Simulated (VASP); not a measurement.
Wanted: the native input for a VASP 6.6.1 run.

| Quantity | Value |
| --- | --- |
| Task | single point |
| Functional | PBEsol |
| Potentials or basis | VASP PAW PBE potentials, release 64 (Ta_pv, Si) |
| Cutoff | 520 eV |
| k mesh | 12 × 12 × 6 |
| Occupations | gaussian, width 0.15 eV |
| Spin | no spin polarisation |
| Dipole correction | no |
| Further INCAR settings | ALGO = Normal; EDIFF = 1e-06; NBANDS = 38 |

The structure of TaSi2 lies in POSCAR:

```
TaSi2
1.0
    4.7608595319      0.0000000000      0.0000000000
   -2.3804297659      4.1230252985      0.0000000000
    0.0000000000      0.0000000000      6.5557841497
Ta Si
3 6
Direct
    0.5090952631      0.0181905263      0.5000000000
    0.5090952631      0.4909047369      0.8333333333
   -0.0181905263      0.4909047369      0.1666666667
    0.1661557327      0.3323114654      0.5000000000
    0.8476206467      0.1523793533      0.8333333333
    0.6676885346      0.8338442673      0.1666666667
    0.8476206467      0.6952412934      0.5000000000
    0.1661557327      0.8338442673      0.8333333333
    0.3047587066      0.1523793533      0.1666666667
```

This cell differs from its parent crystal: mode 4 (107.0 1/cm) frozen in, largest displacement +0.075 Å.

One way to write it, as run:

INCAR

```
PREC     = Accurate       # precision mode
ENCUT    = 520            # plane-wave cutoff, eV
EDIFF    = 1E-6           # SCF threshold, eV
ISMEAR   = 0              # smearing method
SIGMA    = 0.15           # smearing width, eV
LREAL    = False          # projectors in reciprocal space
LASPH    = True           # aspherical terms in the spheres
NELM     = 80             # most SCF steps
ALGO     = Normal         # electronic algorithm
ISIF     = 2              # what is computed and relaxed
LWAVE    = False          # write WAVECAR
LCHARG   = True           # write CHGCAR
GGA      = PS             # functional
LELF     = True           # ELF
LVHAR    = True         
NBANDS   = 38             # bands
```

KPOINTS

```
Automatic mesh
0
Gamma
  12 12 6
```

Potentials or basis: VASP PAW PBE potentials, release 64 (Ta_pv, Si).

The run is started by

```sh
$ cat potpaw_PBE.64/Ta_pv/POTCAR potpaw_PBE.64/Si/POTCAR > POTCAR
$ mpirun -np 1 vasp_std > vasp.out
```

Results of the run:

The pressure is 0.4 GPa and the largest force is 0.575 eV/Å.

Caveat: the cell differs from its parent crystal (mode 4 (107.0 1/cm) frozen in, largest displacement +0.075 Å); the PAW data sets were made with another functional, which shifts forces and pressure a little.

Wall time 9.1 min on 1 thread of Oxide Virtual Turin-like Processor (shared host), peak memory 0.47 GiB.
